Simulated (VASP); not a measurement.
Input of a VASP 6.6.1 run:

Contents of INCAR:

```
SYSTEM = SiH7C16
PREC = Accurate ; ENCUT = 520
EDIFF = 1E-6 ; ISMEAR = -1
SIGMA = 0.05 ; LREAL = .False.
LASPH = .True. ; NELM = 200
ALGO = Normal ; ISIF = 2
LWAVE = .False. ; LCHARG = .False.
ISPIN = 2 ; MAGMOM = 0 0 0 0 0 0 0 0 0 0 0 0 0 0 0 0 0 0 0 0 0 0 0 1
LORBIT = 11 ; GGA = PE
NBANDS = 60 ; GGA_COMPAT = .False.
NELMDL = -8
```

Contents of KPOINTS:

```
Automatic mesh
0
Gamma
  2 2 1
  0 0 0
```

File POSCAR:

```
SiH7C16
1.0
    5.0487420000      0.0000000000      0.0000000000
    2.5243710000      4.3723390000      0.0000000000
    0.0000000000      0.0000000000     16.6764260000
H C Si
7 16 1
Direct
    0.1666721879      0.1666613682      0.0599648870
    0.6666779319      0.1666613682      0.0599648870
    0.1666715721      0.6666683439      0.0599648870
    0.6666575092      0.6666683439      0.0599648870
    0.6743861336     -0.1964852222      0.5020680091
    0.3070864612      0.3437290658      0.4965812219
    0.1351220540     -0.0268963591      0.4918979642
    0.1666721879      0.1666613682      0.1259262626
    0.6666779319      0.1666613682      0.1259262626
    0.1666715721      0.6666683439      0.1259262626
    0.6666575092      0.6666683439      0.1259262626
   -0.1666613682      0.3333227364      0.1568261689
    0.3333443758      0.3333227364      0.1568261689
   -0.1666619840      0.8333297121      0.1568261689
    0.3333437600      0.8333297121      0.1568261689
   -0.1670666989      0.3334599627      0.2547068539
    0.3331342701      0.3329110574      0.2544789873
   -0.1686643444      0.8342445542      0.2562239655
    0.3330252073      0.8336499068      0.2538673454
    0.0000032841     -0.0006403895      0.2813912286
    0.4963951384      0.0011206816      0.2884490957
   -0.0000457569      0.5005330099      0.2814631864
    0.4988820424      0.5005101389      0.2811513690
    0.3807436466      0.0373255596      0.4628509730
```

Potentials or basis: VASP PAW PBE potentials, release 64 (H, C, Si).

Launch:

```bash
$ cat potpaw_PBE.64/H/POTCAR potpaw_PBE.64/C/POTCAR potpaw_PBE.64/Si/POTCAR > POTCAR
$ mpirun -np 1 vasp_std > vasp.out
```

Question: Predict the site moments.

Answer: H +0.01, +0.00 (each value once); C +0.01, -0.01, +0.10, +0.06, +0.07, +0.05, -0.02, +0.44, +0.12, +0.45 (each value once); Si -0.04 μB.

Question: Predict the band gap on the k mesh.

Answer: 1.10 eV (least direct gap 1.40 eV).

Question: What does it give for the largest force?

Answer: 2.302 eV/Å.

Forces on the atoms (eV/Å):
```
H   -0.012  0.009 -0.236
H    0.012  0.002 -0.241
H   -0.016  0.004 -0.205
H    0.006 -0.013 -0.239
H   -0.079  0.071 -0.272
H   -0.030 -0.134 -0.334
H    0.179  0.042 -0.396
C    0.003  0.004  1.703
C   -0.008 -0.018  1.783
C   -0.009  0.001  1.953
C    0.019  0.009  1.762
C    0.011 -0.003 -0.898
C   -0.017 -0.274 -0.612
C   -0.311  0.176 -0.556
C    0.210  0.137 -0.647
C    0.003  0.000  1.598
C   -0.068  0.053  1.919
C    0.016 -0.028  1.710
C   -0.082  0.013  2.015
C    0.042 -0.013 -2.266
C   -0.244  0.079 -1.954
C    0.017 -0.032 -2.234
C   -0.037  0.036 -2.301
Si   0.394 -0.121 -1.051
```

Caveat: the k points lie up to 0.72 Å⁻¹ apart; there is no dipole correction, which matters where the two faces differ.
